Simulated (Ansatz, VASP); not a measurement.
# One calculation of YbMg2Ge2, two programs

```
Ge Yb Mg
1.0
     0.00000    4.13431    0.00000
     4.13431    0.00000    0.00000
     2.06715    2.06715   -5.12208
Ge Yb Mg
2 1 2
Direct
  0.37500 0.37500 0.25000
  0.62500 0.62500 0.75000
  0.00000 0.00000 0.00000
  0.75000 0.25000 0.50000
  0.25000 0.75000 0.50000
```

Alike in both runs: task single point; functional revPBE; k mesh 5 × 5 × 5; occupations fermi-dirac, width 0.0544 eV; no spin polarisation.

```csv
,VASP,Ansatz
version,VASP 6.6.1,Ansatz 0.2.0
potentials or method,"VASP PAW PBE potentials, release 64 (Ge_d, Yb, Mg), cutoff 520 eV",PAW plane waves
valence electrons in the cell,56,72
```

|  | VASP | Ansatz | Ansatz less VASP |
| --- | --- | --- | --- |
| gap on the k mesh at the Fermi level (eV) | none | none | - |
| pressure (GPa) | 23.5 | 23.6 | +0.11 |
| traceless stress, the component that is largest in VASP (GPa) | -0.62 | -0.65 | -0.027 |
| rms of the force components (eV/Å) | 1.119 | 1.118 | -0.0013 |

VASP's potentials were made for PBE, not for revPBE. Atom by atom the forces differ by 0.001 eV/Å (rms over components). A gap of «none» marks a metal or a gap that the smearing closes. VASP's potentials hold 56 valence electrons a cell and Ansatz's 72, so a difference there can come from the potentials and not from the codes.

Neither program's run includes spin-orbit coupling.
